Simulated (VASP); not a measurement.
Input of a VASP 6.6.1 run:

File INCAR:

```
SYSTEM = CuSn3
  ALGO = Fast
  EDIFF = 1E-6
  ENCUT = 520
  GGA = PS
  ISIF = 2
  ISMEAR = -1
  LASPH = .True.
  LCHARG = .False.
  LREAL = .False.
  LWAVE = .False.
  NBANDS = 34
  NELM = 100
  PREC = Accurate
  SIGMA = 0.05
```

KPOINTS

```
k-points
0
Gamma
  8 8 8
  0 0 0
```

The input POSCAR:

```
CuSn3
1.0
   -2.2399030000      2.2399030000      4.8707040000
    2.2399030000     -2.2399030000      4.8707040000
    2.2399030000      2.2399030000     -4.8707040000
Sn Cu
3 1
Direct
    0.5000000000      0.5000000000      0.0000000000
    0.2500000000      0.7500000000      0.5000000000
    0.7500000000      0.2500000000      0.5000000000
    0.0000000000      0.0000000000      0.0000000000
```

Potentials or basis: VASP PAW PBE potentials, release 64 (Sn_d, Cu).

The run is started by

```bash
$ cat potpaw_PBE.64/Sn_d/POTCAR potpaw_PBE.64/Cu/POTCAR > POTCAR
$ mpirun -np 1 vasp_std > vasp.out
```

What does it give for the pressure?

-4.2 GPa.

Predict the band gap on the k mesh.

zero (an odd number of electrons rules out a gap without spin polarisation).

Stress tensor (GPa, compression positive):
```
-4.05  0.00  0.00
 0.00 -4.05  0.00
 0.00  0.00 -4.37
```

Caveat: the cell stands under tension; the PAW data sets were made with another functional, which shifts forces and pressure a little; spin-orbit coupling is left out, which moves the levels of the heavy elements.
